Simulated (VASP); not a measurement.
# ScSi2 (P6/mmm) in VASP: settings compared

ScSi2 is run at these levels: r2SCAN, r2SCAN+U; tasks: single point.

Everything below comes from runs of VASP 6.6.1. Logs are shortened: lines on timing, memory, paths and dates and some standing lists are left out, and cuts for length are marked.

## 1. The cell of the first run

Symmetry: P6/mmm, No. 191, hexagonal system. Conventional cell: a = 4.003 Å, b = 4.003 Å, c = 3.633 Å, α = 90.00°, β = 90.00°, γ = 120.00°. Within 4.1 Å of Sc (site symmetry 6/mmm) lie 12 Si at 2.94 Å and 8 Sc at 3.63 to 4.00 Å. Si (site symmetry -6m2) has 3 Si at 2.31 Å and 6 Sc at 2.94 Å within 3.1 Å.

## 2. Single point, r2SCAN

POSCAR

```
ScSi2
1.0
    4.0031220138      0.0000000000      0.0000000000
   -2.0015610069      3.4668053584      0.0000000000
    0.0000000000      0.0000000000      3.6326806338
Sc Si
1 2
Direct
    0.0000000000      0.0000000000      0.0000000000
    0.6666666667      0.3333333333      0.5000000000
    0.3333333333      0.6666666667      0.5000000000
```

INCAR.step1

```
SYSTEM = ScSi2
ALGO = Normal
EDIFF = 1E-4
ENCUT = 520
GGA = PE
ISMEAR = -1
LASPH = .True.
LCHARG = .False.
LREAL = .False.
LWAVE = .True.
NBANDS = 16
NELM = 100
PREC = Accurate
SIGMA = 0.05
```

INCAR.step2

```
SYSTEM = ScSi2
ALGO = Normal
EDIFF = 1E-6
ENCUT = 520
ISIF = 2
ISMEAR = -1
ISTART = 1
LASPH = .True.
LCHARG = .False.
LMIXTAU = .True.
LREAL = .False.
LWAVE = .False.
METAGGA = R2SCAN
NBANDS = 16
NELM = 100
PREC = Accurate
SIGMA = 0.05
```

KPOINTS

```
k-points
0
Gamma
  8 8 7
  0 0 0
```

Potentials or basis: VASP PAW PBE potentials, release 64 (Sc_sv, Si).

Run with:

```
$ cat potpaw_PBE.64/Sc_sv/POTCAR potpaw_PBE.64/Si/POTCAR > POTCAR
$ cp INCAR.step1 INCAR
$ mpirun -np 1 vasp_std > vasp.out
$ cp INCAR.step2 INCAR
$ mpirun -np 1 vasp_std > vasp.out
```

OUTCAR:

```text
SYSTEM = ScSi2
   EDIFF = 1E-6
   ENCUT = 520
   ISIF = 2
   ISMEAR = -1
   ISTART = 1
   LASPH = .True.
   LREAL = .False.
   METAGGA = R2SCAN
   NELM = 100
   PREC = Accurate

 ion  position               nearest neighbor table
   1  0.000  0.000  0.000-   2 2.94   3 2.94   2 2.94   3 2.94   2 2.94   2 2.94   3 2.94   3 2.94
                             2 2.94   2 2.94   3 2.94   3 2.94
   2  0.667  0.333  0.500-   3 2.31   3 2.31   3 2.31   1 2.94   1 2.94   1 2.94   1 2.94   1 2.94
                             1 2.94
   3  0.333  0.667  0.500-   2 2.31   2 2.31   2 2.31   1 2.94   1 2.94   1 2.94   1 2.94   1 2.94
                             1 2.94

  LATTYP: Found a hexagonal cell.
 ALAT       =     4.0031220138
 C/A-ratio  =     0.9074618813

  Lattice vectors:

 A1 = (   4.0031220138,   0.0000000000,   0.0000000000)
 A2 = (  -2.0015610069,   3.4668053584,   0.0000000000)
 A3 = (   0.0000000000,   0.0000000000,   3.6326806338)

Analysis of symmetry for initial positions (statically):
=====================================================================
 Subroutine PRICEL returns:
 Original cell was already a primitive cell.

 Routine SETGRP: Setting up the symmetry group for a
 hexagonal supercell.

 Subroutine GETGRP returns: Found 24 space group operations
 (whereof 24 operations were pure point group operations)
 out of a pool of 24 trial point group operations.

The static configuration has the point symmetry D_6h.

Analysis of symmetry for dynamics (positions and initial velocities):
=====================================================================
 Subroutine PRICEL returns:
 Original cell was already a primitive cell.

 Routine SETGRP: Setting up the symmetry group for a
 hexagonal supercell.

 Subroutine GETGRP returns: Found 24 space group operations
 (whereof 24 operations were pure point group operations)
 out of a pool of 24 trial point group operations.

The dynamic configuration has the point symmetry D_6h.

 Subroutine INISYM returns: Found 24 space group operations
 (whereof 24 operations are pure point group operations),
 and found     1 'primitive' translations

----------------------------------------------------------------------------------------

                                     Primitive cell

  volume of cell :      50.4145

  direct lattice vectors                    reciprocal lattice vectors
     4.003122014  0.000000000  0.000000000     0.249805026  0.144224999  0.000000000
    -2.001561007  3.466805358  0.000000000     0.000000000  0.288449998  0.000000000
     0.000000000  0.000000000  3.632680634     0.000000000  0.000000000  0.275278809

  length of vectors
     4.003122014  4.003122014  3.632680634     0.288449998  0.288449998  0.275278809

  position of ions in fractional coordinates (direct lattice)
     0.000000000  0.000000000  0.000000000
     0.666666667  0.333333333  0.500000000
     0.333333333  0.666666667  0.500000000

  ion indices of the primitive-cell ions
   primitive index   ion index
                 1           1
                 2           2
                 3           3

----------------------------------------------------------------------------------------

 KPOINTS: k-points

Automatic generation of k-mesh.
 Grid dimensions read from file:
 generate k-points for:    8    8    7

 Generating k-lattice:

  Cartesian coordinates                     Fractional coordinates (reciprocal lattice)
     0.031225628  0.018028125  0.000000000     0.125000000 -0.000000000  0.000000000
     0.000000000  0.036056250  0.000000000     0.000000000  0.125000000  0.000000000
     0.000000000  0.000000000  0.039325544     0.000000000  0.000000000  0.142857143

  Length of vectors
     0.036056250  0.036056250  0.039325544

  Shift w.r.t. Gamma in fractional coordinates (k-lattice)
     0.000000000  0.000000000  0.000000000

 Subroutine IBZKPT returns following result:
 ===========================================

 Found     40 irreducible k-points:

 Following reciprocal coordinates:
            Coordinates               Weight
  0.000000  0.000000  0.000000      1.000000
  0.125000  0.000000  0.000000      6.000000
  0.250000  0.000000  0.000000      6.000000
  0.375000  0.000000  0.000000      6.000000
  0.500000  0.000000  0.000000      3.000000
  0.125000  0.125000  0.000000      6.000000
[... 16 lines left out ...]
  0.250000  0.000000  0.285714     12.000000
  0.375000  0.000000  0.285714     12.000000
 [... further k-points ...]
   k-points           NKPTS =     40   k-points in BZ     NKDIM =     40   number of bands    NBANDS=     16
   number of dos      NEDOS =    301   number of ions     NIONS =      3
   total plane-waves  NPLWV =  25200
   dimension x,y,z NGX =    30 NGY =   30 NGZ =   28
   dimension x,y,z NGXF=    60 NGYF=   60 NGZF=   56
   ions per type =               1   2
   NGX,Y,Z   is equivalent  to a cutoff of  12.46, 12.46, 12.81 a.u.
   NGXF,Y,Z  is equivalent  to a cutoff of  24.92, 24.92, 25.63 a.u.
 SYSTEM =  ScSi2
   PREC   = accura    normal or accurate (medium, high low for compatibility)
   ISTART =      1    job   : 0-new  1-cont  2-samecut
   ICHARG =      0    charge: 1-file 2-atom 10-const
   ISPIN  =      1    spin polarized calculation?
   LNONCOLLINEAR =      F non collinear calculations
   LSORBIT =      F    spin-orbit coupling
   LASPH  =      T    aspherical Exc in radial PAW
   ENCUT  =  520.0 eV  38.22 Ry    6.18 a.u.   7.44  7.44  6.75*2*pi/ulx,y,z
   NELM   =    100;   NELMIN=  2; NELMDL=  0     # of ELM steps
   EDIFF  = 0.1E-05   stopping-criterion for ELM
   LREAL  =      F    real-space projection
   EDIFFG = 0.1E-04   stopping-criterion for IOM
   NSW    =      0    number of steps for IOM
   IBRION =     -1    ionic relax: 0-MD 1-quasi-New 2-CG
   NFREE  =      0    steps in history (QN), initial steepest desc. (CG)
   ISIF   =      2    stress and relaxation
   ISYM   =      2    0-nonsym 1-usesym 2-fastsym
   POTIM  = 0.5000    time-step for ionic-motion
   TEBEG  =    0.0;   TEEND  =   0.0 temperature during run
   PSTRESS=    0.0 pullay stress
   NELECT =      19.0000    total number of electrons
   NUPDOWN=      -1.0000    fix difference up-down
   EMIN   =  10.00;   EMAX   =-10.00  energy-range for DOS
   EFERMI =   0.00;   METHOD = LEGACY
   ISMEAR =    -1;   SIGMA  =   0.05  broadening in eV -4-tet -1-fermi 0-gaus
   EFERMI_NEDOS =   21; number of points for ismear=-14 and -15
   IALGO  =     38    algorithm
   IMIX   =      4    mixing-type and parameters
     AMIX     =   0.40;   BMIX     =  1.00
     AMIX_MAG =   1.60;   BMIX_MAG =  1.00
  volume/ion in A,a.u.               =      16.80       113.40
  Fermi-wavevector in a.u.,A,eV,Ry     =   1.182517  2.234634 19.025671  1.398347
  Thomas-Fermi vector in A             =   2.318770
   LORBIT       =      0    0 simple, 1 ext, 2 COOP (PROOUT), +10 PAW based schemes
   METAGGA = R2SCAN    functional components
   LHFCALC =     F    Hartree Fock is set to
   AEXX    =    0.0000 exact exchange contribution
   IVDW    =     0    specifies the selected vdW correction
   LEPSILON=     F    determine dielectric tensor
   LRPA    =     F    only Hartree local field effects (RPA)
 non-spin polarized calculation
  energy-cutoff  :      520.00
  volume of cell :       50.41
 maximum number of plane-waves:      1375
 NGX is ok and might be reduce to    30
   NGX = 15   NGY = 15   NGZ = 13

 number of electron      18.9999996 magnetization

 Free energy of the ion-electron system (eV)
  ---------------------------------------------------
  ext. energy  EPLUGINS =         0.00000000
  ---------------------------------------------------
  free energy    TOTEN  =       -30.00915551 eV

  energy without entropy =      -29.98626110  energy(sigma->0) =      -29.99770830

 E-fermi :   8.1014     XC(G=0): -11.4411

 val. band max:        8.0882807302   @ k =   0.2500   0.1250   0.4286
 cond. band min:       8.1389161833   @ k =   0.2500   0.1250   0.2857
 fundamental gap:      0.0506354531
 Fermi energy:         8.1014166337

 k-point     1 :       0.0000    0.0000    0.0000
  band No.  band energies     occupation
      1     -43.9005      2.00000
      2     -21.5943      2.00000
      3     -21.5943      2.00000
      4     -21.5338      2.00000
      5      -5.3647      2.00000
      6       4.1596      2.00000
[... 8 lines left out ...]
     15      11.2351      0.00000
     16      11.2352      0.00000

 k-point     2 :       0.1250    0.0000    0.0000
  band No.  band energies     occupation
      1     -43.9001      2.00000
      2     -21.6023      2.00000
      3     -21.5961      2.00000
      4     -21.5328      2.00000
      5      -5.1661      2.00000
      6       2.9864      2.00000
[... 8 lines left out ...]
     15      11.3507      0.00000
     16      11.5807      0.00000

 k-point     3 :       0.2500    0.0000    0.0000
  band No.  band energies     occupation
      1     -43.8989      2.00000
      2     -21.6214      2.00000
      3     -21.6005      2.00000
      4     -21.5303      2.00000
      5      -4.5848      2.00000
      6       1.1564      2.00000
[... 8 lines left out ...]
     15      11.4932      0.00000
     16      12.6367      0.00000

 k-point     4 :       0.3750    0.0000    0.0000
  band No.  band energies     occupation
      1     -43.8978      2.00000
      2     -21.6404      2.00000
      3     -21.6048      2.00000
      4     -21.5278      2.00000
      5      -3.6785      2.00000
      6      -0.5559      2.00000
[... 8 lines left out ...]
     15      12.5676      0.00000
     16      13.0551      0.00000

 k-point     5 :       0.5000    0.0000    0.0000
  band No.  band energies     occupation
      1     -43.8973      2.00000
      2     -21.6483      2.00000
      3     -21.6066      2.00000
      4     -21.5267      2.00000
      5      -2.8806      2.00000
      6      -1.6273      2.00000
[... 8 lines left out ...]
     15      11.7634      0.00000
     16      13.3472      0.00000

 k-point     6 :       0.1250    0.1250    0.0000
  band No.  band energies     occupation
      1     -43.8993      2.00000
      2     -21.6150      2.00000
      3     -21.6000      2.00000
      4     -21.5310      2.00000
      5      -4.7760      2.00000
      6       1.7487      2.00000
[... 8 lines left out ...]
     15      11.5613      0.00000
     16      12.1264      0.00000
[... 267 lines left out ...]
 k-point    21 :       0.0000    0.0000    0.2857
  band No.  band energies     occupation
      1     -43.8968      2.00000
      2     -21.5958      2.00000
      3     -21.5879      2.00000
      4     -21.5879      2.00000
      5      -4.7008      2.00000
      6       2.4685      2.00000
[... 8 lines left out ...]
     15      12.4534      0.00000
     16      12.6242      0.00000

 k-point    22 :       0.1250    0.0000    0.2857
  band No.  band energies     occupation
      1     -43.8964      2.00000
      2     -21.5963      2.00000
      3     -21.5930      2.00000
      4     -21.5896      2.00000
      5      -4.5261      2.00000
      6       2.6368      2.00000
[... 8 lines left out ...]
     15      11.9809      0.00000
     16      12.5355      0.00000

 k-point    23 :       0.2500    0.0000    0.2857
  band No.  band energies     occupation
      1     -43.8953      2.00000
      2     -21.6131      2.00000
      3     -21.5938      2.00000
      4     -21.5895      2.00000
      5      -4.0148      2.00000
      6       1.6276      2.00000
[... 8 lines left out ...]
     15      11.5397      0.00000
     16      12.4671      0.00000

 k-point    24 :       0.3750    0.0000    0.2857
  band No.  band energies     occupation
      1     -43.8942      2.00000
      2     -21.6306      2.00000
      3     -21.5979      2.00000
      4     -21.5853      2.00000
      5      -3.2278      2.00000
      6      -0.0366      2.00000
[... 8 lines left out ...]
     15      12.4573      0.00000
     16      13.1824      0.00000

 [... further k-points ...]

------------------------ aborting loop because EDIFF is reached ----------------------------------------

  FORCE on cell =-STRESS in cart. coord.  units (eV):
  Direction    XX          YY          ZZ          XY          YZ          ZX
  --------------------------------------------------------------------------------------
  -------------------------------------------------------------------------------------
  Total        0.0353216      0.0353216      0.1168806      0.0000000     -0.0000000      0.0000000
  in kB        1.1225248      1.1225248      3.7144741      0.0000000     -0.0000000      0.0000000
  external PRESSURE =       1.9865079 kB  Pullay stress =       0.0000000 kB

 VOLUME and BASIS-vectors are now :
 -----------------------------------------------------------------------------
  energy-cutoff  :      520.00
  volume of cell :       50.41
      direct lattice vectors                 reciprocal lattice vectors
     4.003122014  0.000000000  0.000000000     0.249805026  0.144224999  0.000000000
    -2.001561007  3.466805358  0.000000000     0.000000000  0.288449998  0.000000000
     0.000000000  0.000000000  3.632680634     0.000000000  0.000000000  0.275278809

 POSITION                                       TOTAL-FORCE (eV/Angst)
 -----------------------------------------------------------------------------------
      0.00000      0.00000      0.00000        -0.000000      0.000000     -0.000000
      2.00156      1.15560      1.81634        -0.000000      0.000000      0.000000
     -0.00000      2.31120      1.81634         0.000000     -0.000000     -0.000000
 -----------------------------------------------------------------------------------
    total drift:                                0.000000     -0.000000      0.000000

  FREE ENERGIE OF THE ION-ELECTRON SYSTEM (eV)
  ---------------------------------------------------
  free  energy   TOTEN  =       -30.0091555079 eV

  energy  without entropy=      -29.9862610995  energy(sigma->0) =      -29.99770830
```

Run time: 68 s. Hardware: 1 thread of Intel Xeon Platinum 8488C (Sapphire Rapids), shared host; peak memory 0.18 GiB.

Results:

```yaml
Free_energy: -30.0092 eV
Pressure: 0.2 GPa
Band_gap_on_the_k_mesh: zero (an odd number of electrons rules out a gap without spin polarisation)
```

Levels at points of the mesh, in eV from the Fermi level:
```csv
k point,band 6,band 7,band 8,band 9,band 10,band 11,band 12,band 13
"(0.00, 0.00, 0.00)",-3.94,-3.94,-2.04,-1.22,-1.08,0.57,0.57,1.79
"(0.50, 0.00, 0.00)",-9.73,-4.73,-2.93,-1.94,1.23,1.59,1.81,2.16
```

Caveat: the PAW data sets were made with another functional, which shifts forces and pressure a little; an odd number of electrons without spin polarisation forces a metal; a magnetic or distorted state may lie lower.

## 3. Single point, r2SCAN+U

This run uses another cell than the first one, of 17.53 Å³/atom.

POSCAR

```
ScSi2
1.0
    4.0448314061      0.0000000000      0.0000000000
   -2.0224157031      3.5029267517      0.0000000000
    0.0000000000      0.0000000000      3.7119711429
Sc Si
1 2
Direct
    0.0000000000      0.0000000000      0.0000000000
    0.6666666667      0.3333333333      0.5000000000
    0.3333333333      0.6666666667      0.5000000000
```

INCAR.step1

```
SYSTEM = ScSi2
PREC     = Accurate       ! precision mode
ENCUT    = 520            ! plane-wave cutoff, eV
ISMEAR   = -1             ! smearing method
SIGMA    = 0.05           ! smearing width, eV
LREAL    = .False.        ! projectors in reciprocal space
LASPH    = .True.         ! aspherical terms in the spheres
NELM     = 150            ! most SCF steps
LMAXMIX  = 4              ! l up to which the mixer works
LDAU     = .True.         ! DFT+U
LDAUTYPE = 2            
LDAUL    = 2 -1           ! shell
LDAUU    = 3 0            ! U, eV
LDAUJ    = 0 0          
NBANDS   = 16             ! bands
GGA      = PE             ! functional
ALGO     = Normal         ! electronic algorithm
EDIFF    = 1E-4           ! SCF threshold, eV
LWAVE    = .True.         ! write WAVECAR
LCHARG   = .False.        ! write CHGCAR
```

INCAR.step2

```
SYSTEM = ScSi2
PREC     = Accurate       ! precision mode
ENCUT    = 520            ! plane-wave cutoff, eV
EDIFF    = 1E-6           ! SCF threshold, eV
ISMEAR   = -1             ! smearing method
SIGMA    = 0.05           ! smearing width, eV
LREAL    = .False.        ! projectors in reciprocal space
LASPH    = .True.         ! aspherical terms in the spheres
NELM     = 150            ! most SCF steps
ALGO     = Normal         ! electronic algorithm
ISIF     = 2              ! what is computed and relaxed
LWAVE    = .False.        ! write WAVECAR
LCHARG   = .True.         ! write CHGCAR
LMAXMIX  = 4              ! l up to which the mixer works
LDAU     = .True.         ! DFT+U
LDAUTYPE = 2            
LDAUL    = 2 -1           ! shell
LDAUU    = 3 0            ! U, eV
LDAUJ    = 0 0          
LDAUPRINT= 1            
METAGGA  = R2SCAN         ! meta-GGA
LMIXTAU  = .True.       
LELF     = .True.         ! ELF
LVHAR    = .True.       
NBANDS   = 16             ! bands
ISTART   = 1
```

KPOINTS

```
regular mesh
0
Gamma
  8 8 7
  0 0 0
```

Potentials or basis: VASP PAW PBE potentials, release 64 (Sc_sv, Si).

Run with:

```
$ cat potpaw_PBE.64/Sc_sv/POTCAR potpaw_PBE.64/Si/POTCAR > POTCAR
$ cp INCAR.step1 INCAR
$ mpirun -np 1 vasp_std > vasp.out
$ cp INCAR.step2 INCAR
$ mpirun -np 1 vasp_std > vasp.out
```

Run time: 70 s. Hardware: 1 thread of Intel Xeon Platinum 8488C (Sapphire Rapids), shared host; peak memory 0.19 GiB.

Results (log left out):

```yaml
Free_energy: -28.6224 eV
Pressure: -0.2 GPa
Band_gap_on_the_k_mesh: zero (an odd number of electrons rules out a gap without spin polarisation)
```

Stress tensor (GPa, compression positive):
```
-0.34  0.00  0.00
 0.00 -0.34  0.00
 0.00  0.00  0.12
```

Levels at points of the mesh, in eV from the Fermi level:
```tsv
k point	band 7	band 8	band 9	band 10	band 11	band 12	band 13	band 14
(0.00, 0.00, 0.00)	-3.76	-2.25	-1.20	-0.99	0.48	0.48	1.96	1.96
(0.50, 0.00, 0.00)	-4.67	-2.80	-1.90	1.33	1.40	2.10	2.40	2.97
```

Eigenvalues of the final occupation matrices:
| site | spin | trace | eigenvalues |
| --- | --- | --- | --- |
| site 1 d | 1 | 0.46 | 0.07 0.08 0.08 0.12 0.12 |
| site 1 d | 2 | 0.46 | 0.07 0.08 0.08 0.12 0.12 |

Caveat: the PAW data sets were made with another functional, which shifts forces and pressure a little; an odd number of electrons without spin polarisation forces a metal; a magnetic or distorted state may lie lower; U without spin polarisation on a metal has little footing; the U is typed as a test and isn't derived for this compound.

(Continued in part 2 of 2.)

The gap in the log of VASP goes by the Fermi energy; the results here count the filled bands.